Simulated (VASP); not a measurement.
**Cd2O3: single point with PBE**

Crystal: Cd2O3.

```
Cd O
1.0
     5.16405    0.00000    0.00000
     0.00000    5.16405    0.00000
     0.00000    0.00000    5.16405
Cd O
4 6
Cartesian
  1.2910 1.2910 1.2910
  3.8730 3.8730 1.2910
  3.8730 1.2910 3.8730
  1.2910 3.8730 3.8730
  2.5820 0.0000 0.0000
  0.0000 2.5820 0.0000
  0.0000 0.0000 2.5820
  2.5820 2.5820 0.0000
  2.5820 0.0000 2.5820
  0.0000 2.5820 2.5820
```

- Program: VASP 6.6.1
- Task: single point
- Functional: PBE
- Potentials or basis: VASP PAW PBE potentials, release 64 (Cd, O)
- Cutoff: 520 eV
- k mesh: 11 × 11 × 11
- Occupations: fermi-dirac, width 0.0612256 eV
- Spin: no spin polarisation

| Property | Result |
| --- | --- |
| Pressure | 8.6 GPa |
| Band gap on the k mesh | zero (bands 42 and 43 overlap by 0.76 eV) |

Levels at points of the mesh, in eV from the Fermi level:
```csv
k point,band 39,band 40,band 41,band 42,band 43,band 44,band 45,band 46
"(0.00, 0.00, 0.00)",-0.18,-0.18,-0.18,0.56,0.56,0.56,1.40,3.09
```

Wall time 8.3 min on 1 thread of AMD EPYC 9755 128-Core Processor, with other jobs on the host, peak memory 0.37 GiB.

Caveat: the cell stands under pressure; semilocal functionals underestimate gaps, and a narrow one can read as zero.
